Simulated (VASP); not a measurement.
Nb:

```
Nb
1.0
    -1.65480    1.65480    1.65480
     1.65480   -1.65480    1.65480
     1.65480    1.65480   -1.65480
Nb
1
Direct
  0.00000 0.00000 0.00000
```

Base run:

- Program: VASP 6.6.1
- Functional: PBE
- Potentials or basis: VASP PAW PBE potentials, release 64 (Nb_sv)
- Cutoff: 520 eV
- k mesh: 13 × 13 × 13
- Occupations: fermi-dirac, width 0.1 eV
- Spin: no spin polarisation

Its results: pressure -0.4 GPa.

**Question.** The run is repeated on the same cell with these changes: k mesh from 13 × 13 × 13 to 2 × 2 × 2. What comes out?

**Answer.** Pressure -21.2 GPa.

Caveats: some runs use coarse meshes.
